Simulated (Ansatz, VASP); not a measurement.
## SnO2: VASP beside Ansatz

```
Sn O
1.0
    -1.99963    1.99963    5.10127
     1.99963   -1.99963    5.10127
     1.99963    1.99963   -5.10127
Sn O
2 4
Cartesian
  0.0000 1.9996 2.5506
  0.0000 0.0000 0.0000
  0.0000 1.9996 0.4728
  0.0000 0.0000 8.1247
  0.0000 0.0000 2.0778
  0.0000 1.9996 4.6285
```

Alike in both runs: task single point; functional r2SCAN; k mesh 10 × 10 × 10; no spin polarisation.

```csv
,VASP,Ansatz
version,VASP 6.6.1,Ansatz 0.2.0
potentials or method,"VASP PAW PBE potentials, release 64 (Sn_d, O)","plane waves, PAW"
plane-wave cutoff (eV),520,500
occupations,"gaussian, width 0.01 eV",fixed
valence electrons in the cell,52,52
```

Ansatz gave:

| Quantity | Value |
| --- | --- |
| gap on the k mesh at the Fermi level (eV) | 2.33 |
| pressure (GPa) | 0.0 |
| traceless stress, the component that is largest in VASP (GPa) | 0.01 |
| rms of the force components (eV/Å) | 0.000 |

Question: Estimate VASP's values.

Answer: gap on the k mesh at the Fermi level (eV): 2.36; pressure (GPa): 1.0; traceless stress, the component that is largest in VASP (GPa): 0.29; rms of the force components (eV/Å): 0.020.

VASP's potentials were made for PBE, not for r2SCAN. Atom by atom the forces differ by 0.020 eV/Å (rms over components).
